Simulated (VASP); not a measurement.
ZrS2:

```
Zr S
1.0
     3.67440    0.00000    0.00000
    -1.83720    3.18212    0.00000
     0.00000    0.00000    5.85686
Zr S
1 2
Cartesian
  0.0000 0.0000 0.0000
  0.0000 2.1214 1.4421
  1.8372 1.0607 4.4147
```

Base run:

```yaml
Program: VASP 6.6.1
Functional: PBE
Potentials_or_basis: VASP PAW PBE potentials, release 64 (Zr_sv, S)
Cutoff: 500 eV
k_mesh: 5 × 5 × 5
Occupations: gaussian, width 0.01 eV
Spin: no spin polarisation
```

Its results: band gap on the k mesh 0.95 eV (least direct gap 1.49 eV); pressure 1.4 GPa; largest force 0.031 eV/Å.

Q: After a change of settings the same cell gave: band gap on the k mesh 0.88 eV (least direct gap 1.50 eV); pressure 1.4 GPa; largest force 0.031 eV/Å. Which change was it?
A. functional from PBE to HSE06; cutoff from 500 eV to 400 eV; k mesh from 5 × 5 × 5 to 6 × 6 × 2
B. k mesh from 5 × 5 × 5 to 2 × 2 × 2
C. functional from PBE to PBE-based screened hybrid with 10 % exact exchange; cutoff from 500 eV to 400 eV; k mesh from 5 × 5 × 5 to 6 × 6 × 2
D. k mesh from 5 × 5 × 5 to 6 × 6 × 2

A: D.

Caveats: some runs use coarse meshes; this functional lacks dispersion, which binds the layers, so the pressure and a relaxed spacing across them are unreliable; an odd mesh through Γ misses points on the zone boundary, where band edges can lie (at least some runs).
